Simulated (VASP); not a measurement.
Here is a VASP 6.6.1 calculation.

Contents of INCAR:

```
ALGO = Normal ; EDIFF = 1E-7
ENCUT = 520 ; GGA = PE
ISIF = 2 ; ISMEAR = -1
ISPIN = 2 ; LASPH = T
LCHARG = T ; LELF = T
LMAXMIX = 4 ; LORBIT = 11
LREAL = F ; LVHAR = T
LWAVE = F ; MAGMOM = 0 3
NBANDS = 16 ; NELM = 150
PREC = Accurate ; SIGMA = 0.1
```

The input KPOINTS:

```
k-points
0
Gamma
  11 11 11
```

POSCAR

```
AlFe
1.0
    2.8606684360      0.0000000000      0.0000000000
    0.0000000000      2.8606684360      0.0000000000
    0.0000000000      0.0000000000      2.8606684360
Al Fe
1 1
Direct
    0.0000000000      0.0000000000      0.0000000000
    0.5000000000      0.5000000000      0.5000000000
```

Potentials or basis: VASP PAW PBE potentials, release 64 (Al, Fe).

Command:

```sh
$ cat potpaw_PBE.64/Al/POTCAR potpaw_PBE.64/Fe/POTCAR > POTCAR
$ mpirun -np 1 vasp_std > vasp.out
```

(1) Estimate the net moment.

(2) What does it give for the site moments?

Results:

(1) 0.68 μB per cell.

(2) Al -0.02; Fe +0.71 μB.
